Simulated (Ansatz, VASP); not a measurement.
One calculation of Li2Se, two programs

```
Li Se
1.0
     0.00000    2.85237    2.85237
     2.85237    0.00000    2.85237
     2.85237    2.85237    0.00000
Li Se
2 1
Direct
  0.25000 0.25000 0.25000
  0.75000 0.75000 0.75000
  0.00000 0.00000 0.00000
```

Change from the starting cell: strain -0.050 along x and y, -0.050 along z, atoms carried along.

Alike in both runs: task single point; functional PBE; k mesh 8 × 8 × 8; occupations gaussian, width 0.05 eV; no spin polarisation.

```csv
,VASP,Ansatz
version,VASP 6.6.1,Ansatz 0.2.0
potentials or method,"VASP PAW PBE potentials, release 64 (Li_sv, Se), cutoff 750 eV","scalar-relativistic, plane waves, PAW"
valence electrons in the cell,12,22
```

VASP gave:

```
gap on the k mesh at the Fermi level (eV) : 2.81
least direct gap on the mesh (eV)         : 4.08
pressure (GPa)                            : 7.0
```

Problem. Estimate Ansatz's values.

Solution. gap on the k mesh at the Fermi level (eV): 2.82; least direct gap on the mesh (eV): 4.08; pressure (GPa): 7.0.

With one functional, cell and mesh, what is left measures potentials, basis and numerics. VASP's potentials hold 12 valence electrons a cell and Ansatz's 22, so a difference there can come from the potentials and not from the codes.
